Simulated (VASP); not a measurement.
# Mo (P6_3/mmc) in VASP: a series of runs

The runs below take Mo through single point, relaxation of cell and atoms, with r2SCAN.

Program: VASP 6.6.1. These are calculated values, not measurements. Logs are shortened: lines on timing, memory, paths and dates and some standing lists are left out, and cuts for length are marked.

## Step 1: The cell of the first run

It takes space group P6_3/mmc (No. 194, hexagonal). The conventional cell has a = 3.564 Å, b = 3.564 Å, c = 5.880 Å, α = 90.00°, β = 90.00°, γ = 120.00°. Within 2.9 Å of Mo (site symmetry 3m) lie 4 Mo at 2.18 to 2.20 Å.

## Step 2: Single point, r2SCAN

POSCAR reads:

```
Mo
1.0
    3.5636301557      0.0000000000      0.0000000000
   -1.7818150778      3.0861942445      0.0000000000
    0.0000000000      0.0000000000      5.8799897569
Mo
4
Direct
    0.3333333333      0.6666666667      0.4375000000
    0.6666666667      0.3333333333      0.9375000000
    0.6666666667      0.3333333333      0.5625000000
    0.3333333333      0.6666666667      0.0625000000
```

INCAR.step1 reads:

```
SYSTEM = Mo
ALGO = Normal ; EDIFF = 1E-4
ENCUT = 520 ; GGA = PE
ISMEAR = 0 ; LASPH = .TRUE.
LCHARG = .FALSE. ; LREAL = .FALSE.
LWAVE = .TRUE. ; NBANDS = 36
NELM = 80 ; PREC = Accurate
SIGMA = 0.1
```

INCAR.step2 reads:

```
SYSTEM = Mo
ALGO = Normal ; EDIFF = 1E-6
ENCUT = 520 ; ISIF = 2
ISMEAR = 0 ; ISTART = 1
LASPH = .TRUE. ; LCHARG = .FALSE.
LMIXTAU = .TRUE. ; LREAL = .FALSE.
LWAVE = .FALSE. ; METAGGA = R2SCAN
NBANDS = 36 ; NELM = 80
PREC = Accurate ; SIGMA = 0.1
```

KPOINTS reads:

```
k-points
0
G
  6 6 4
  0 0 0
```

Potentials or basis: VASP PAW PBE potentials, release 64 (Mo_sv).

Run with:

```console
$ cat potpaw_PBE.64/Mo_sv/POTCAR > POTCAR
$ cp INCAR.step1 INCAR
$ mpirun -np 1 vasp_std > vasp.out
$ cp INCAR.step2 INCAR
$ mpirun -np 1 vasp_std > vasp.out
```

OUTCAR:

```text
SYSTEM = Mo
   EDIFF = 1E-6
   ENCUT = 520
   ISIF = 2
   ISMEAR = 0
   ISTART = 1
   LASPH = .TRUE.
   LREAL = .FALSE.
   METAGGA = R2SCAN
   NELM = 80
   PREC = Accurate

 ion  position               nearest neighbor table
   1  0.333  0.667  0.438-   3 2.18   3 2.18   3 2.18   4 2.20
   2  0.667  0.333  0.938-   4 2.18   4 2.18   4 2.18   3 2.20
   3  0.667  0.333  0.562-   1 2.18   1 2.18   1 2.18   2 2.20
   4  0.333  0.667  0.062-   2 2.18   2 2.18   2 2.18   1 2.20

  LATTYP: Found a hexagonal cell.
 ALAT       =     3.5636301557
 C/A-ratio  =     1.6500000000

  Lattice vectors:

 A1 = (   3.5636301557,   0.0000000000,   0.0000000000)
 A2 = (  -1.7818150778,   3.0861942445,   0.0000000000)
 A3 = (   0.0000000000,   0.0000000000,   5.8799897569)

Analysis of symmetry for initial positions (statically):
=====================================================================
 Subroutine PRICEL returns:
 Original cell was already a primitive cell.

 Routine SETGRP: Setting up the symmetry group for a
 hexagonal supercell.

 Subroutine GETGRP returns: Found 24 space group operations
 (whereof 12 operations were pure point group operations)
 out of a pool of 24 trial point group operations.

The static configuration has the point symmetry D_3d.
 The point group associated with its full space group is D_6h.

Analysis of symmetry for dynamics (positions and initial velocities):
=====================================================================
 Subroutine PRICEL returns:
 Original cell was already a primitive cell.

 Routine SETGRP: Setting up the symmetry group for a
 hexagonal supercell.

 Subroutine GETGRP returns: Found 24 space group operations
 (whereof 12 operations were pure point group operations)
 out of a pool of 24 trial point group operations.

The dynamic configuration has the point symmetry D_3d.
 The point group associated with its full space group is D_6h.

 Subroutine INISYM returns: Found 24 space group operations
 (whereof 12 operations are pure point group operations),
 and found     1 'primitive' translations

----------------------------------------------------------------------------------------

                                     Primitive cell

  volume of cell :      64.6685

  direct lattice vectors                    reciprocal lattice vectors
     3.563630156  0.000000000  0.000000000     0.280612734  0.162011837  0.000000000
    -1.781815078  3.086194245  0.000000000     0.000000000  0.324023675  0.000000000
     0.000000000  0.000000000  5.879989757     0.000000000  0.000000000  0.170068323

  length of vectors
     3.563630156  3.563630156  5.879989757     0.324023675  0.324023675  0.170068323

  position of ions in fractional coordinates (direct lattice)
     0.333333333  0.666666667  0.437500000
     0.666666667  0.333333333  0.937500000
     0.666666667  0.333333333  0.562500000
     0.333333333  0.666666667  0.062500000

  ion indices of the primitive-cell ions
   primitive index   ion index
                 1           1
                 2           2
                 3           3
                 4           4

----------------------------------------------------------------------------------------

 KPOINTS: k-points

Automatic generation of k-mesh.
 Grid dimensions read from file:
 generate k-points for:    6    6    4

 Generating k-lattice:

  Cartesian coordinates                     Fractional coordinates (reciprocal lattice)
     0.046768789  0.027001973  0.000000000     0.166666667  0.000000000  0.000000000
     0.000000000  0.054003946  0.000000000     0.000000000  0.166666667  0.000000000
     0.000000000  0.000000000  0.042517081     0.000000000  0.000000000  0.250000000

  Length of vectors
     0.054003946  0.054003946  0.042517081

  Shift w.r.t. Gamma in fractional coordinates (k-lattice)
     0.000000000  0.000000000  0.000000000

 Subroutine IBZKPT returns following result:
 ===========================================

 Found     21 irreducible k-points:

 Following reciprocal coordinates:
            Coordinates               Weight
  0.000000  0.000000  0.000000      1.000000
  0.166667  0.000000  0.000000      6.000000
  0.333333  0.000000  0.000000      6.000000
  0.500000  0.000000  0.000000      3.000000
  0.166667  0.166667  0.000000      6.000000
  0.333333  0.166667  0.000000     12.000000
[... 13 lines left out ...]
  0.333333  0.166667  0.500000     12.000000
  0.333333  0.333333  0.500000      2.000000
   k-points           NKPTS =     21   k-points in BZ     NKDIM =     21   number of bands    NBANDS=     36
   number of dos      NEDOS =    301   number of ions     NIONS =      4
   total plane-waves  NPLWV =  37632
   dimension x,y,z NGX =    28 NGY =   28 NGZ =   48
   dimension x,y,z NGXF=    56 NGYF=   56 NGZF=   96
   ions per type =               4
   NGX,Y,Z   is equivalent  to a cutoff of  13.06, 13.06, 13.57 a.u.
   NGXF,Y,Z  is equivalent  to a cutoff of  26.12, 26.12, 27.14 a.u.
 SYSTEM =  Mo
   PREC   = accura    normal or accurate (medium, high low for compatibility)
   ISTART =      1    job   : 0-new  1-cont  2-samecut
   ICHARG =      0    charge: 1-file 2-atom 10-const
   ISPIN  =      1    spin polarized calculation?
   LNONCOLLINEAR =      F non collinear calculations
   LSORBIT =      F    spin-orbit coupling
   LASPH  =      T    aspherical Exc in radial PAW
   ENCUT  =  520.0 eV  38.22 Ry    6.18 a.u.   6.63  6.63 10.93*2*pi/ulx,y,z
   NELM   =     80;   NELMIN=  2; NELMDL=  0     # of ELM steps
   EDIFF  = 0.1E-05   stopping-criterion for ELM
   LREAL  =      F    real-space projection
[... 7 lines left out ...]
   TEBEG  =    0.0;   TEEND  =   0.0 temperature during run
   PSTRESS=    0.0 pullay stress
   NELECT =      56.0000    total number of electrons
   NUPDOWN=      -1.0000    fix difference up-down
   EMIN   =  10.00;   EMAX   =-10.00  energy-range for DOS
   EFERMI =   0.00;   METHOD = LEGACY
   ISMEAR =     0;   SIGMA  =   0.10  broadening in eV -4-tet -1-fermi 0-gaus
   EFERMI_NEDOS =   21; number of points for ismear=-14 and -15
   IALGO  =     38    algorithm
   IMIX   =      4    mixing-type and parameters
     AMIX     =   0.40;   BMIX     =  1.00
     AMIX_MAG =   1.60;   BMIX_MAG =  1.00
  volume/ion in A,a.u.               =      16.17       109.10
  Fermi-wavevector in a.u.,A,eV,Ry     =   1.560415  2.948756 33.128743  2.434894
  Thomas-Fermi vector in A             =   2.663630
   LORBIT       =      0    0 simple, 1 ext, 2 COOP (PROOUT), +10 PAW based schemes
   METAGGA = R2SCAN    functional components
   LHFCALC =     F    Hartree Fock is set to
   AEXX    =    0.0000 exact exchange contribution
   IVDW    =     0    specifies the selected vdW correction
   LEPSILON=     F    determine dielectric tensor
   LRPA    =     F    only Hartree local field effects (RPA)
 non-spin polarized calculation
 Gauss-broadening in eV      SIGMA  =   0.10
  energy-cutoff  :      520.00
  volume of cell :       64.67
 maximum number of plane-waves:      1786
 NGX is ok and might be reduce to    28
   NGX = 13   NGY = 13   NGZ = 21

 number of electron      55.9999999 magnetization

 Free energy of the ion-electron system (eV)
  ---------------------------------------------------
  ext. energy  EPLUGINS =         0.00000000
  ---------------------------------------------------
  free energy    TOTEN  =       -90.56611038 eV

  energy without entropy =      -90.55127027  energy(sigma->0) =      -90.55869033

 E-fermi :  11.7980     XC(G=0): -13.6562

 val. band max:       11.7547393571   @ k =   0.3333   0.1667   0.2500
 cond. band min:      11.8114061662   @ k =   0.5000   0.0000   0.0000
 fundamental gap:      0.0566668091
 Fermi energy:        11.7979976432

 k-point     1 :       0.0000    0.0000    0.0000
  band No.  band energies     occupation
      1     -51.6919      2.00000
      2     -51.2013      2.00000
      3     -49.9904      2.00000
      4     -49.4162      2.00000
      5     -25.9824      2.00000
      6     -25.9824      2.00000
[... 28 lines left out ...]
     35      17.1996      0.00000
     36      17.1996      0.00000

 k-point     2 :       0.1667    0.0000    0.0000
  band No.  band energies     occupation
      1     -51.5978      2.00000
      2     -51.1036      2.00000
      3     -50.0982      2.00000
      4     -49.5306      2.00000
      5     -26.2354      2.00000
      6     -26.0787      2.00000
[... 28 lines left out ...]
     35      15.6449      0.00000
     36      16.3063      0.00000

 k-point     3 :       0.3333    0.0000    0.0000
  band No.  band energies     occupation
      1     -51.3517      2.00000
      2     -50.8477      2.00000
      3     -50.3715      2.00000
      4     -49.8199      2.00000
      5     -26.4099      2.00000
      6     -26.2528      2.00000
[... 28 lines left out ...]
     35      15.5969      0.00000
     36      16.1202      0.00000

 k-point     4 :       0.5000    0.0000    0.0000
  band No.  band energies     occupation
      1     -51.1508      2.00000
      2     -50.6381      2.00000
      3     -50.5860      2.00000
      4     -50.0461      2.00000
      5     -26.4346      2.00000
      6     -26.3325      2.00000
[... 28 lines left out ...]
     35      16.8605      0.00000
     36      17.2924      0.00000

 k-point     5 :       0.1667    0.1667    0.0000
  band No.  band energies     occupation
      1     -51.4245      2.00000
      2     -50.9234      2.00000
      3     -50.2919      2.00000
      4     -49.7359      2.00000
      5     -26.3521      2.00000
      6     -26.2619      2.00000
[... 538 lines left out ...]
 k-point    19 :       0.1667    0.1667    0.5000
  band No.  band energies     occupation
      1     -51.2303      2.00000
      2     -51.2303      2.00000
      3     -49.9578      2.00000
      4     -49.9578      2.00000
      5     -26.1134      2.00000
      6     -26.1134      2.00000
[... 28 lines left out ...]
     35      16.7850      0.00000
     36      16.7850      0.00000

 k-point    20 :       0.3333    0.1667    0.5000
  band No.  band energies     occupation
      1     -50.9952      2.00000
      2     -50.9952      2.00000
      3     -50.2155      2.00000
      4     -50.2155      2.00000
      5     -26.2869      2.00000
      6     -26.2869      2.00000
[... 28 lines left out ...]
     35      16.2932      0.00000
     36      16.2932      0.00000

 k-point    21 :       0.3333    0.3333    0.5000
  band No.  band energies     occupation
      1     -50.8701      2.00000
      2     -50.8701      2.00000
      3     -50.3481      2.00000
      4     -50.3481      2.00000
      5     -26.3919      2.00000
      6     -26.3919      2.00000
[... 28 lines left out ...]
     35      16.4110      0.00000
     36      16.4110      0.00000

------------------------ aborting loop because EDIFF is reached ----------------------------------------

  FORCE on cell =-STRESS in cart. coord.  units (eV):
  Direction    XX          YY          ZZ          XY          YZ          ZX
  --------------------------------------------------------------------------------------
  -------------------------------------------------------------------------------------
  Total       31.7587760     31.7587760     30.6660523      0.0000000     -0.0000000      0.0000000
  in kB      786.8317688    786.8317688    759.7592601      0.0000000     -0.0000000      0.0000000
  external PRESSURE =     777.8075992 kB  Pullay stress =       0.0000000 kB

 VOLUME and BASIS-vectors are now :
 -----------------------------------------------------------------------------
  energy-cutoff  :      520.00
  volume of cell :       64.67
      direct lattice vectors                 reciprocal lattice vectors
     3.563630156  0.000000000  0.000000000     0.280612734  0.162011837  0.000000000
    -1.781815078  3.086194245  0.000000000     0.000000000  0.324023675  0.000000000
     0.000000000  0.000000000  5.879989757     0.000000000  0.000000000  0.170068323

 POSITION                                       TOTAL-FORCE (eV/Angst)
 -----------------------------------------------------------------------------------
     -0.00000      2.05746      2.57250         0.000000     -0.000000     -1.714044
      1.78182      1.02873      5.51249        -0.000000      0.000000     -1.714044
      1.78182      1.02873      3.30749        -0.000000      0.000000      1.714044
     -0.00000      2.05746      0.36750         0.000000     -0.000000      1.714044
 -----------------------------------------------------------------------------------
    total drift:                               -0.000000      0.000000     -0.000000

  FREE ENERGIE OF THE ION-ELECTRON SYSTEM (eV)
  ---------------------------------------------------
  free  energy   TOTEN  =       -90.5661103844 eV

  energy  without entropy=      -90.5512702691  energy(sigma->0) =      -90.55869033
```

It took 75 s on 1 thread of Intel Xeon 6975P-C (Granite Rapids), shared host; peak memory 0.2 GiB.

What came out:

```
Free energy            : -90.5661 eV
Pressure               : 77.8 GPa
Largest force          : 1.714 eV/Å
Band gap on the k mesh : zero (band 28 reaches 12.00 eV, above the bottom of band 29 at 11.31 eV)
```

Forces on the atoms (eV/Å):
```
Mo   0.000  0.000 -1.714
Mo   0.000  0.000 -1.714
Mo   0.000  0.000  1.714
Mo   0.000  0.000  1.714
```

Caveat: the PAW data sets were made with another functional, which shifts forces and pressure a little.

(Continued in part 2 of 2.)
